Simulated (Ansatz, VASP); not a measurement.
# One calculation of LaGa3N4, two programs

```xyz
8
Lattice="3.3331 0.0000 0.0000 -1.6665 2.8865 0.0000 0.0000 0.0000 11.2290" Properties=species:S:1:pos:R:3 pbc="T T T"
Ga    0.0000    1.9243    0.2947
Ga    0.0000    1.9243    5.3420
Ga    1.6665    0.9622    2.8158
La    1.6665    0.9622    8.4228
N     0.0000    1.9243    2.2563
N     0.0000    1.9243    7.2742
N     1.6665    0.9622    4.7821
N     1.6665    0.9622   10.9209
```

Alike in both runs: task single point; functional PBE; k mesh 12 × 12 × 2; occupations fermi-dirac, width 0.02 eV; non-collinear spin, spin-orbit coupling.

|  | VASP | Ansatz |
| --- | --- | --- |
| version | VASP 6.6.1 | Ansatz 0.2.0 |
| potentials or method | VASP PAW PBE potentials, release 64 (Ga_d, La, N) | plane waves, PAW |
| plane-wave cutoff (eV) | 600 | 420 |
| valence electrons in the cell | 70 | 70 |

VASP gave:

- pressure (GPa): 4.0
- traceless stress, the component that is largest in VASP (GPa): -0.06
- rms of the force components (eV/Å): 0.077
- net moment per atom (μB): 0.00

**Question.** Which values does Ansatz return?

**Answer.** Pressure (GPa): 4.1; traceless stress, the component that is largest in VASP (GPa): -0.01; rms of the force components (eV/Å): 0.074; net moment per atom (μB): 0.00.

Atom by atom the forces differ by 0.009 eV/Å (rms over components). With one functional, cell and mesh, what is left measures potentials, basis and numerics.
